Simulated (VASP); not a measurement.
InAs:

```xyz
2
Lattice="0.0000 2.8773 2.8773 2.8773 0.0000 2.8773 2.8773 2.8773 0.0000" Properties=species:S:1:pos:R:3 pbc="T T T"
In    2.8773    2.8773    2.8773
As    0.0000    0.0000    0.0000
```

- Program: VASP 6.6.1
- Task: relaxation of cell and atoms
- Functional: revPBE
- Dispersion: D3(BJ)
- Potentials or basis: VASP PAW PBE potentials, release 64 (In_d, As)
- Cutoff: 600 eV
- k mesh: 8 × 8 × 8
- Occupations: fermi-dirac, width 0.05 eV
- Spin: no spin polarisation

At the start: pressure -3.6 GPa; volume 23.82 Å³/atom.

Question: Where does the relaxation end?

Answer: Over 3 steps the energy falls by 16.4 meV/atom and the volume is 22.46 Å³/atom (-5.7 %); space group Fm-3m (No. 225, to 0.1 Å) before and after.

The path:
```tsv
step	energy change (eV)	largest force (eV/Å)	pressure (GPa)	volume (Å³)
1	0.0000	0.0000	-3.65	47.64
2	-0.0284	0.0000	1.55	44.00
3	-0.0328	0.0000	0.02	44.92
```

Final structure:
```
In As
1.0
     0.00000    2.82138    2.82138
     2.82138    0.00000    2.82138
     2.82138    2.82138    0.00000
In As
1 1
Direct
  0.50000 0.50000 0.50000
  0.00000 0.00000 0.00000
```

Caveat: the PAW data sets were made with another functional, which shifts forces and pressure a little.
